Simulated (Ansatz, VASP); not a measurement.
# Y in VASP and in Ansatz

The input INCAR:

```
SYSTEM = Y
PREC = Accurate ; ENCUT = 500
EDIFF = 1E-6 ; ISMEAR = -1
SIGMA = 0.1 ; LREAL = .FALSE.
LASPH = .TRUE. ; NELM = 120
ALGO = Normal ; ISIF = 2
LWAVE = .FALSE. ; LCHARG = .FALSE.
GGA = PE ; NBANDS = 24
GGA_COMPAT = .FALSE.
```

The input KPOINTS:

```
regular mesh
0
G
  7 7 10
  0 0 0
```

POSCAR

```
Y
1.0
    5.7989475477      0.0000000000      0.0000000000
   -2.8994737738      5.0220358916      0.0000000000
    0.0000000000      0.0000000000      3.6209030216
Y
3
Direct
    0.0000000000      1.0000000000      0.0000000000
    0.3333333333      0.6666666667      0.5000000000
    0.6666666667      0.3333333333      0.5000000000
```

Input for Ansatz:

```yaml
crystal:
  lattice:
    - [5.7989475477, 0.0, 0.0]
    - [-2.8994737738, 5.0220358916, 0.0]
    - [0.0, 0.0, 3.6209030216]
  atoms:
    - { symbol: "Y", position: [0.0, 1.0, 0.0] }
    - { symbol: "Y", position: [0.3333333333, 0.6666666667, 0.5] }
    - { symbol: "Y", position: [0.6666666667, 0.3333333333, 0.5] }
hamiltonian:
  xc: pbe
  pseudopotentials:
    kind: paw
    azcp:
      "Y": "pseudopotentials/Y.paw.azcp"
basis:
  ecutwfc: 420
  fft_grid_basis: typed
kpoints:
  mp_grid: { grid: [7, 7, 10], shift: [0, 0, 0] }
magnetization:
  spin_polarized: false
scf:
  occupations: { method: fermi_dirac, width: 0.1 }
  lower_state_search: "off"
output:
  stress: true
```

Alike in both runs: task single point; functional PBE; k mesh 7 × 7 × 10; occupations fermi-dirac, width 0.1 eV; no spin polarisation.

```csv
,VASP,Ansatz
version,VASP 6.6.1,Ansatz 0.2.0
potentials or method,"VASP PAW PBE potentials, release 64 (Y_sv), cutoff 500 eV","plane waves (420 eV) with PAW, scalar-relativistic"
valence electrons in the cell,33,33
```

```tsv
	VASP	Ansatz	Ansatz less VASP
pressure (GPa)	-2.7	-2.7	+0.08
traceless stress, the component that is largest in VASP (GPa)	0.12	0.12	0.000
```
